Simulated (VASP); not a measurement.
Os:

```xyz
2
Lattice="2.7559 0.0000 0.0000 -1.3780 2.3867 0.0000 0.0000 0.0000 4.3427" Properties=species:S:1:pos:R:3 pbc="T T T"
Os    0.0000    1.5911    1.0857
Os    1.3780    0.7956    3.2570
```

Base run:

* Program: VASP 6.6.1
* Functional: PBE
* Potentials or basis: VASP PAW PBE potentials, release 64 (Os)
* Cutoff: 520 eV
* k mesh: 13 × 13 × 7
* Occupations: fermi-dirac, width 0.6 eV
* Spin: no spin polarisation

Its results: band gap on the k mesh zero (band 8 reaches 11.21 eV, above the bottom of band 9 at 7.50 eV); pressure 8.8 GPa.

Task: After a change of settings the same cell gave: band gap on the k mesh zero (band 8 reaches 11.15 eV, above the bottom of band 9 at 7.46 eV); pressure -0.4 GPa. Which change was it?
A. occupations from fermi-dirac, width 0.6 eV to fermi-dirac, width 0.03 eV
B. k mesh from 13 × 13 × 7 to 3 × 3 × 2; occupations from fermi-dirac, width 0.6 eV to fermi-dirac, width 0.1 eV
C. k mesh from 13 × 13 × 7 to 5 × 5 × 3; occupations from fermi-dirac, width 0.6 eV to fermi-dirac, width 0.1 eV
D. occupations from fermi-dirac, width 0.6 eV to fermi-dirac, width 0.3 eV

Result: A.

Caveats: spin-orbit coupling is left out, which moves the levels of the heavy elements.
